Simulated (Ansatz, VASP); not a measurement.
**One calculation of TiSi2, two programs**

```
Ti Si
1.0
     0.00000    4.11752    4.26290
     2.38951    0.00000    4.26290
     2.38951    4.11752    0.00000
Ti Si
2 4
Direct
  0.75000 0.75000 0.75000
  0.50000 0.50000 0.50000
  0.41257 0.08743 0.41257
  0.08743 0.41257 0.08743
  0.16257 0.83743 0.16257
  0.83743 0.16257 0.83743
```

Alike in both runs: functional PBE; k mesh 7 × 7 × 7; occupations fermi-dirac, width 0.05 eV; no spin polarisation; Hubbard terms Ti d U = 6.0 eV.

|  | VASP | Ansatz |
| --- | --- | --- |
| version | VASP 6.6.1 | Ansatz 0.2.0 |
| potentials or method | VASP PAW PBE potentials, release 64 (Ti_sv, Si) | Ansatz PAW |
| plane-wave cutoff (eV) | 520 | 420 |
| valence electrons in the cell | 40 | 40 |
| task | single point | band structure |

Ansatz gave:

```
gap on the k mesh at the Fermi level (eV)                     : none
pressure (GPa)                                                : 7.6
traceless stress, the component that is largest in VASP (GPa) : 1.20
rms of the force components (eV/Å)                            : 0.072
```

Question: Estimate VASP's values.

Answer: gap on the k mesh at the Fermi level (eV): none; pressure (GPa): 9.5; traceless stress, the component that is largest in VASP (GPa): -1.60; rms of the force components (eV/Å): 0.086.

The programs project onto different local orbitals, so the same U acts differently, and such runs can settle in different states. Atom by atom the forces differ by 0.013 eV/Å (rms over components). A gap of «none» marks a metal or a gap that the smearing closes.
